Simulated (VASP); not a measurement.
Wanted: the native input for a VASP 6.6.1 run.

```
Task                   : single point
Functional             : PBE
Potentials or basis    : VASP PAW PBE potentials, release 64 (H, C)
Cutoff                 : 520 eV
k mesh                 : 2 × 2 × 1
Occupations            : gaussian, width 0.05 eV
Spin                   : no spin polarisation
Dipole correction      : no
Further INCAR settings : LREAL = Auto; ALGO = Normal; EDIFF = 1e-06; NBANDS = 68
```

The structure of H3C5 lies in POSCAR:

```
H3C5
1.0
    5.0487420000      0.0000000000      0.0000000000
    0.0000000000      5.0487420000      0.0000000000
    0.0000000000      0.0000000000     17.1355610000
H C
12 20
Direct
    0.4277867635      0.0000000000      0.0583581711
    0.0722132365      0.0000000000      0.0583581711
    0.9277867635      0.0000000000      0.0583581711
    0.5722132365      0.0000000000      0.0583581711
    0.4277867635      0.5000000000      0.0583581711
    0.0722132365      0.5000000000      0.0583581711
    0.9277867635      0.5000000000      0.0583581711
    0.5722132365      0.5000000000      0.0583581711
    0.7502334245      0.0042323414      0.3591049631
    0.2500807132      0.4961014051      0.3590545416
    0.7501181482      0.4960279214      0.3590986604
    1.2495138393      0.0047869350      0.3591636714
    0.2499999010      0.0000000000      0.0953981022
    0.7499999010      0.0000000000      0.0953981022
    0.2499999010      0.5000000000      0.0953981022
    0.7499999010      0.5000000000      0.0953981022
    0.2499999010      0.2499999010      0.1474828283
    0.7499999010      0.2499999010      0.1474828283
    0.2499999010      0.7499999010      0.1474828283
    0.7499999010      0.7499999010      0.1474828283
   -0.0000021788      0.2500486260      0.1957651109
    0.5000104977      0.2500290171      0.1957839023
   -0.0000013865      0.7500729885      0.2035983532
    0.5000148552      0.7500300075      0.2036047726
    0.0000235702      0.0167073303      0.2525271276
    0.5000182224      0.0166498902      0.2525602167
    0.0000528845      0.4835081690      0.2525106123
    0.5000558555      0.4834701397      0.2525189575
    0.2499878187      0.0884380703      0.2998776054
    0.7500765537      0.0883231902      0.2998717112
    0.2500513989      0.4119037970      0.2998343620
    0.7500725923      0.4118625986      0.2998688517
```

The input as run:

INCAR

```
PREC = Accurate
ENCUT = 520
EDIFF = 1E-6
ISMEAR = 0
SIGMA = 0.05
LREAL = Auto
LASPH = T
NELM = 100
ALGO = Normal
ISIF = 2
LWAVE = F
LCHARG = F
GGA = PE
NBANDS = 68
```

KPOINTS

```
Automatic mesh
0
Gamma
  2 2 1
```

Potentials or basis: VASP PAW PBE potentials, release 64 (H, C).

Command:

```console
$ cat potpaw_PBE.64/H/POTCAR potpaw_PBE.64/C/POTCAR > POTCAR
$ mpirun -np 1 vasp_std > vasp.out
```

Results of the run:

```yaml
Largest_force: 8.957 eV/Å
Band_gap_on_the_k_mesh: 1.83 eV
```

Caveat: the k points lie up to 0.62 Å⁻¹ apart.

Wall time 4.5 min on 1 thread of Intel(R) Xeon(R) Platinum 8488C (Sapphire Rapids) (shared host), peak memory 0.49 GiB.
